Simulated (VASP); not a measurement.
# ZrSc (P-6m2) in VASP: single point with LDA

Aim: the single point of ZrSc with LDA.

Everything below comes from runs of VASP 6.6.1. Logs are shortened: lines on timing, memory, paths and dates and some standing lists are left out, and cuts for length are marked.

**1. The cell of the first run**

It takes space group P-6m2 (No. 187, hexagonal). The conventional cell has a = 3.185 Å, b = 3.185 Å, c = 5.007 Å, α = 90.00°, β = 90.00°, γ = 120.00°. Zr (site symmetry -6m2) has 6 Sc at 3.11 Å and 6 Zr at 3.18 Å within 4.1 Å. Sc (site symmetry -6m2) has 6 Zr at 3.11 Å and 6 Sc at 3.18 Å within 4.1 Å.

**2. Single point, LDA**

Input file INCAR:

```
PREC = Accurate
ENCUT = 520
EDIFF = 1E-6
ISMEAR = 0
SIGMA = 0.15
LREAL = False
LASPH = True
NELM = 60
ALGO = Fast
ISIF = 2
LWAVE = False
LCHARG = False
NBANDS = 18
```

Input file KPOINTS:

```
Automatic mesh
0
Gamma
  18 18 10
```

Input file POSCAR:

```
ZrSc
1.0
    3.1847292785      0.0000000000      0.0000000000
   -1.5923646393      2.7580564594      0.0000000000
    0.0000000000      0.0000000000      5.0070756543
Zr Sc
1 1
Direct
    0.6666666667      0.3333333333      0.0000000000
    0.0000000000      0.0000000000      0.5000000000
```

Potentials or basis: VASP PAW LDA potentials, release 64 (Zr_sv, Sc_sv).

The run is started by

```bash
$ cat potpaw_LDA.64/Zr_sv/POTCAR potpaw_LDA.64/Sc_sv/POTCAR > POTCAR
$ mpirun -np 1 vasp_std > vasp.out
```

OUTCAR:

```text
PREC = Accurate
   ENCUT = 520
   EDIFF = 1E-6
   ISMEAR = 0
   LREAL = False
   LASPH = True
   NELM = 60
   ISIF = 2

 ion  position               nearest neighbor table
   1  0.667  0.333  0.000-   2 3.11   2 3.11   2 3.11   2 3.11   2 3.11   2 3.11
   2  0.000  0.000  0.500-   1 3.11   1 3.11   1 3.11   1 3.11   1 3.11   1 3.11

  LATTYP: Found a hexagonal cell.
 ALAT       =     3.1847292785
 C/A-ratio  =     1.5722139047

  Lattice vectors:

 A1 = (   3.1847292785,   0.0000000000,   0.0000000000)
 A2 = (  -1.5923646393,   2.7580564594,   0.0000000000)
 A3 = (   0.0000000000,   0.0000000000,   5.0070756543)

Analysis of symmetry for initial positions (statically):
=====================================================================
 Subroutine PRICEL returns:
 Original cell was already a primitive cell.

 Routine SETGRP: Setting up the symmetry group for a
 hexagonal supercell.

 Subroutine GETGRP returns: Found 12 space group operations
 (whereof 12 operations were pure point group operations)
 out of a pool of 24 trial point group operations.

The static configuration has the point symmetry D_3h.

Analysis of symmetry for dynamics (positions and initial velocities):
=====================================================================
 Subroutine PRICEL returns:
 Original cell was already a primitive cell.

 Routine SETGRP: Setting up the symmetry group for a
 hexagonal supercell.

 Subroutine GETGRP returns: Found 12 space group operations
 (whereof 12 operations were pure point group operations)
 out of a pool of 24 trial point group operations.

The dynamic configuration has the point symmetry D_3h.

 Subroutine INISYM returns: Found 12 space group operations
 (whereof 12 operations are pure point group operations),
 and found     1 'primitive' translations

----------------------------------------------------------------------------------------

                                     Primitive cell

  volume of cell :      43.9805

  direct lattice vectors                    reciprocal lattice vectors
     3.184729278  0.000000000  0.000000000     0.313998432  0.181287079  0.000000000
    -1.592364639  2.758056459  0.000000000     0.000000000  0.362574159  0.000000000
     0.000000000  0.000000000  5.007075654     0.000000000  0.000000000  0.199717374

  length of vectors
     3.184729278  3.184729279  5.007075654     0.362574159  0.362574159  0.199717374

  position of ions in fractional coordinates (direct lattice)
     0.666666667  0.333333333  0.000000000
     0.000000000  0.000000000  0.500000000

  ion indices of the primitive-cell ions
   primitive index   ion index
                 1           1
                 2           2

----------------------------------------------------------------------------------------

 KPOINTS: Automatic mesh

Automatic generation of k-mesh.
 Grid dimensions read from file:
 generate k-points for:   18   18   10

 Generating k-lattice:

  Cartesian coordinates                     Fractional coordinates (reciprocal lattice)
     0.017444357  0.010071504  0.000000000     0.055555556  0.000000000  0.000000000
     0.000000000  0.020143009  0.000000000     0.000000000  0.055555556  0.000000000
     0.000000000  0.000000000  0.019971737     0.000000000  0.000000000  0.100000000

  Length of vectors
     0.020143009  0.020143009  0.019971737

  Shift w.r.t. Gamma in fractional coordinates (k-lattice)
     0.000000000  0.000000000  0.000000000

 Subroutine IBZKPT returns following result:
 ===========================================

 Found    222 irreducible k-points:

 Following reciprocal coordinates:
            Coordinates               Weight
  0.000000  0.000000  0.000000      1.000000
  0.055556 -0.000000  0.000000      6.000000
  0.111111 -0.000000  0.000000      6.000000
  0.166667  0.000000  0.000000      6.000000
  0.222222  0.000000  0.000000      6.000000
  0.277778 -0.000000  0.000000      6.000000
[... 16 lines left out ...]
  0.333333  0.111111  0.000000     12.000000
  0.388889  0.111111  0.000000     12.000000
 [... further k-points ...]
   k-points           NKPTS =    222   k-points in BZ     NKDIM =    222   number of bands    NBANDS=     18
   number of dos      NEDOS =    301   number of ions     NIONS =      2
   total plane-waves  NPLWV =  23040
   dimension x,y,z NGX =    24 NGY =   24 NGZ =   40
   dimension x,y,z NGXF=    48 NGYF=   48 NGZF=   80
   ions per type =               1   1
   NGX,Y,Z   is equivalent  to a cutoff of  12.53, 12.53, 13.28 a.u.
   NGXF,Y,Z  is equivalent  to a cutoff of  25.06, 25.06, 26.56 a.u.
 SYSTEM =  unknown system
   PREC   = accura    normal or accurate (medium, high low for compatibility)
   ISTART =      0    job   : 0-new  1-cont  2-samecut
   ICHARG =      2    charge: 1-file 2-atom 10-const
   ISPIN  =      1    spin polarized calculation?
   LNONCOLLINEAR =      F non collinear calculations
   LSORBIT =      F    spin-orbit coupling
   LASPH  =      T    aspherical Exc in radial PAW
   ENCUT  =  520.0 eV  38.22 Ry    6.18 a.u.   5.92  5.92  9.31*2*pi/ulx,y,z
   NELM   =     60;   NELMIN=  2; NELMDL= -5     # of ELM steps
   EDIFF  = 0.1E-05   stopping-criterion for ELM
   LREAL  =      F    real-space projection
   EDIFFG = 0.1E-04   stopping-criterion for IOM
   NSW    =      0    number of steps for IOM
   IBRION =     -1    ionic relax: 0-MD 1-quasi-New 2-CG
   NFREE  =      0    steps in history (QN), initial steepest desc. (CG)
   ISIF   =      2    stress and relaxation
   ISYM   =      2    0-nonsym 1-usesym 2-fastsym
   POTIM  = 0.5000    time-step for ionic-motion
   TEBEG  =    0.0;   TEEND  =   0.0 temperature during run
   PSTRESS=    0.0 pullay stress
   NELECT =      23.0000    total number of electrons
   NUPDOWN=      -1.0000    fix difference up-down
   EMIN   =  10.00;   EMAX   =-10.00  energy-range for DOS
   EFERMI =   0.00;   METHOD = LEGACY
   ISMEAR =     0;   SIGMA  =   0.15  broadening in eV -4-tet -1-fermi 0-gaus
   EFERMI_NEDOS =   21; number of points for ismear=-14 and -15
   IALGO  =     68    algorithm
   IMIX   =      4    mixing-type and parameters
     AMIX     =   0.40;   BMIX     =  1.00
     AMIX_MAG =   1.60;   BMIX_MAG =  1.00
  volume/ion in A,a.u.               =      21.99       148.40
  Fermi-wavevector in a.u.,A,eV,Ry     =   1.318958  2.492468 23.669364  1.739649
  Thomas-Fermi vector in A             =   2.448890
   LORBIT       =      0    0 simple, 1 ext, 2 COOP (PROOUT), +10 PAW based schemes
   GGA     = CA    functional components
   LHFCALC =     F    Hartree Fock is set to
   AEXX    =    0.0000 exact exchange contribution
   IVDW    =     0    specifies the selected vdW correction
   LEPSILON=     F    determine dielectric tensor
   LRPA    =     F    only Hartree local field effects (RPA)
 non-spin polarized calculation
 RMM-DIIS sequential band-by-band and
 Gauss-broadening in eV      SIGMA  =   0.15
  energy-cutoff  :      520.00
  volume of cell :       43.98
 maximum number of plane-waves:      1201
 NGX is ok and might be reduce to    24
   NGX = 11   NGY = 11   NGZ = 19

 number of electron      22.9999998 magnetization

 Free energy of the ion-electron system (eV)
  ---------------------------------------------------
  ext. energy  EPLUGINS =         0.00000000
  ---------------------------------------------------
  free energy    TOTEN  =       -16.03012937 eV

  energy without entropy =      -15.99297000  energy(sigma->0) =      -16.01154969

 E-fermi :   6.6815     XC(G=0): -11.0983

 val. band max:        6.6814305536   @ k =   0.1111   0.0556   0.5000
 cond. band min:       6.6822084663   @ k =   0.2778   0.1111   0.3000
 fundamental gap:      0.0007779126
 Fermi energy:         6.6814784209

 k-point     1 :       0.0000    0.0000    0.0000
  band No.  band energies     occupation
      1     -41.7658      2.00000
      2     -41.4955      2.00000
      3     -20.9412      2.00000
      4     -20.5259      2.00000
      5     -20.5259      2.00000
      6     -19.6108      2.00000
[... 10 lines left out ...]
     17       9.1468      0.00000
     18       9.1468      0.00000

 k-point     2 :       0.0556   -0.0000    0.0000
  band No.  band energies     occupation
      1     -41.7633      2.00000
      2     -41.4932      2.00000
      3     -20.9353      2.00000
      4     -20.5386      2.00000
      5     -20.5290      2.00000
      6     -19.6118      2.00000
[... 10 lines left out ...]
     17       9.0650      0.00000
     18       9.0824      0.00000

 k-point     3 :       0.1111   -0.0000    0.0000
  band No.  band energies     occupation
      1     -41.7561      2.00000
      2     -41.4864      2.00000
      3     -20.9181      2.00000
      4     -20.5751      2.00000
      5     -20.5379      2.00000
      6     -19.6146      2.00000
[... 10 lines left out ...]
     17       8.9123      0.00000
     18       9.0043      0.00000

 k-point     4 :       0.1667    0.0000    0.0000
  band No.  band energies     occupation
      1     -41.7453      2.00000
      2     -41.4759      2.00000
      3     -20.8915      2.00000
      4     -20.6308      2.00000
      5     -20.5514      2.00000
      6     -19.6192      2.00000
[... 10 lines left out ...]
     17       9.0796      0.00000
     18       9.2842      0.00000

 k-point     5 :       0.2222    0.0000    0.0000
  band No.  band energies     occupation
      1     -41.7319      2.00000
      2     -41.4629      2.00000
      3     -20.8583      2.00000
      4     -20.6985      2.00000
      5     -20.5680      2.00000
      6     -19.6254      2.00000
[... 10 lines left out ...]
     17       9.4259      0.00000
     18       9.6693      0.00000

 k-point     6 :       0.2778   -0.0000    0.0000
  band No.  band energies     occupation
      1     -41.7179      2.00000
      2     -41.4489      2.00000
      3     -20.8222      2.00000
      4     -20.7701      2.00000
      5     -20.5856      2.00000
      6     -19.7476      2.00000
[... 10 lines left out ...]
     17       9.8554      0.00000
     18      10.1674      0.00000

 k-point     7 :       0.3333   -0.0000    0.0000
  band No.  band energies     occupation
      1     -41.7047      2.00000
      2     -41.4356      2.00000
      3     -20.8369      2.00000
      4     -20.7874      2.00000
      5     -20.6022      2.00000
      6     -19.8735      2.00000
[... 10 lines left out ...]
     17      10.3893      0.00000
     18      10.7882      0.00000

 k-point     8 :       0.3889   -0.0000    0.0000
  band No.  band energies     occupation
      1     -41.6940      2.00000
      2     -41.4247      2.00000
      3     -20.8911      2.00000
      4     -20.7585      2.00000
      5     -20.6156      2.00000
      6     -19.9743      2.00000
[... 10 lines left out ...]
     17      11.0391      0.00000
     18      11.4613      0.00000
[... 229 lines left out ...]
     17       9.0937      0.00000
     18       9.5583      0.00000

 k-point    20 :       0.1667    0.1111    0.0000
  band No.  band energies     occupation
      1     -41.7268      2.00000
      2     -41.4578      2.00000
      3     -20.8452      2.00000
      4     -20.7152      2.00000
      5     -20.5846      2.00000
      6     -19.6429      2.00000
[... 10 lines left out ...]
     17       9.4210      0.00000
     18      10.0302      0.00000

 k-point    21 :       0.2222    0.1111    0.0000
  band No.  band energies     occupation
      1     -41.7136      2.00000
      2     -41.4446      2.00000
      3     -20.8111      2.00000
      4     -20.7770      2.00000
      5     -20.6069      2.00000
      6     -19.7603      2.00000
[... 10 lines left out ...]
     17       9.9402      0.00000
     18      10.6237      0.00000

 k-point    22 :       0.2778    0.1111    0.0000
  band No.  band energies     occupation
      1     -41.7012      2.00000
      2     -41.4321      2.00000
      3     -20.8348      2.00000
      4     -20.7783      2.00000
      5     -20.6277      2.00000
      6     -19.8685      2.00000
[... 10 lines left out ...]
     17      10.4365      0.00000
     18      11.3183      0.00000

 k-point    23 :       0.3333    0.1111    0.0000
  band No.  band energies     occupation
      1     -41.6912      2.00000
      2     -41.4217      2.00000
      3     -20.8819      2.00000
      4     -20.7510      2.00000
      5     -20.6445      2.00000
      6     -19.9554      2.00000
[... 10 lines left out ...]
     17      10.8817      0.00000
     18      11.7197      0.00000

 k-point    24 :       0.3889    0.1111    0.0000
  band No.  band energies     occupation
      1     -41.6847      2.00000
      2     -41.4149      2.00000
      3     -20.9126      2.00000
      4     -20.7330      2.00000
      5     -20.6553      2.00000
      6     -20.0115      2.00000
[... 10 lines left out ...]
     17      11.2963      0.00000
     18      11.6544      0.00000

 [... further k-points ...]

------------------------ aborting loop because EDIFF is reached ----------------------------------------

  FORCE on cell =-STRESS in cart. coord.  units (eV):
  Direction    XX          YY          ZZ          XY          YZ          ZX
  --------------------------------------------------------------------------------------
  -------------------------------------------------------------------------------------
  Total        0.0162211      0.0162211      0.0957671     -0.0000000      0.0000000     -0.0000000
  in kB        0.5909237      0.5909237      3.4887273     -0.0000000      0.0000000     -0.0000000
  external PRESSURE =       1.5568582 kB  Pullay stress =       0.0000000 kB

 VOLUME and BASIS-vectors are now :
 -----------------------------------------------------------------------------
  energy-cutoff  :      520.00
  volume of cell :       43.98
      direct lattice vectors                 reciprocal lattice vectors
     3.184729278  0.000000000  0.000000000     0.313998432  0.181287079  0.000000000
    -1.592364639  2.758056459  0.000000000     0.000000000  0.362574159  0.000000000
     0.000000000  0.000000000  5.007075654     0.000000000  0.000000000  0.199717374

 POSITION                                       TOTAL-FORCE (eV/Angst)
 -----------------------------------------------------------------------------------
      1.59236      0.91935      0.00000        -0.000000      0.000000      0.000000
      0.00000      0.00000      2.50354         0.000000     -0.000000      0.000000
 -----------------------------------------------------------------------------------
    total drift:                               -0.000000      0.000000      0.000000

  FREE ENERGIE OF THE ION-ELECTRON SYSTEM (eV)
  ---------------------------------------------------
  free  energy   TOTEN  =       -16.0301293736 eV

  energy  without entropy=      -15.9929699995  energy(sigma->0) =      -16.01154969
```

Run time: 4.2 min. Hardware: 1 thread of AMD EPYC 7R13 (Zen 3), shared host; peak memory 0.26 GiB.

Results:

```
Free energy : -16.0301 eV
Pressure    : 0.2 GPa
```

Stress tensor (GPa, compression positive):
```
0.06 0.00 0.00
0.00 0.06 0.00
0.00 0.00 0.35
```

Levels at points of the mesh, in eV from the Fermi level:
```
           k point  band 8  band 9  band 10  band 11  band 12  band 13  band 14  band 15  band 16  band 17
(0.00, 0.00, 0.00)  -25.95   -5.39    -2.46     1.28     1.28     1.36     1.71     2.09     2.09     2.47
(0.50, 0.00, 0.00)  -26.13   -2.34    -1.58    -1.56    -0.07     1.06     1.34     1.99     4.35     5.12
(0.00, 0.00, 0.50)  -25.96   -3.85    -3.43     0.24     1.04     1.05     1.05     1.49     1.49     3.86
(0.50, 0.00, 0.50)  -26.14   -2.35    -2.32    -0.50    -0.07     1.62     2.01     2.49     2.60     4.40
```
